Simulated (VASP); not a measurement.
Input of a VASP 6.6.1 run:

Contents of INCAR:

```
SYSTEM = TaN
ALGO     = Normal         ! electronic algorithm
EDIFF    = 1E-7           ! SCF threshold, eV
ENCUT    = 520            ! plane-wave cutoff, eV
GGA      = PS             ! functional
ISIF     = 2              ! what is computed and relaxed
ISMEAR   = -1             ! smearing method
LASPH    = .TRUE.         ! aspherical terms in the spheres
LCHARG   = .FALSE.        ! write CHGCAR
LREAL    = .FALSE.        ! projectors in reciprocal space
LWAVE    = .FALSE.        ! write WAVECAR
NBANDS   = 24             ! bands
NELM     = 60             ! most SCF steps
PREC     = Accurate       ! precision mode
SIGMA    = 0.01           ! smearing width, eV
```

File KPOINTS:

```
k-points
0
G
  9 9 5
  0 0 0
```

POSCAR

```
TaN
1.0
    3.0500010905      0.0152500054      0.0152500054
   -1.5117936532      2.6337534233      0.0055818894
    0.0247000000      0.0247000000      4.9400000000
Ta N
2 2
Direct
    0.3333333333      0.6666666667      0.0000000000
    0.6666666667      0.3333333333      0.5000000000
    0.3333333333      0.6666666667      0.3850000000
    0.6666666667      0.3333333333      0.8850000000
```

Potentials or basis: VASP PAW PBE potentials, release 64 (Ta_pv, N).

Launch:

```bash
$ cat potpaw_PBE.64/Ta_pv/POTCAR potpaw_PBE.64/N/POTCAR > POTCAR
$ mpirun -np 1 vasp_std > vasp.out
```

Question: Estimate the largest force.

Answer: 2.387 eV/Å.

Question: Estimate the band gap on the k mesh.

Answer: Zero (band 16 reaches 10.18 eV, above the bottom of band 17 at 7.96 eV).

Question: Estimate the pressure.

Answer: 129.6 GPa.

Forces on the atoms (eV/Å):
```
Ta  -0.637 -0.208  2.292
Ta   0.196 -0.234  2.280
N   -0.162  0.228 -2.286
N    0.602  0.214 -2.286
```

Caveat: the cell differs from its parent crystal (equal xy, yz and zx shear strains of +1 %); the PAW data sets were made with another functional, which shifts forces and pressure a little; spin-orbit coupling is left out, which moves the levels of the heavy elements.
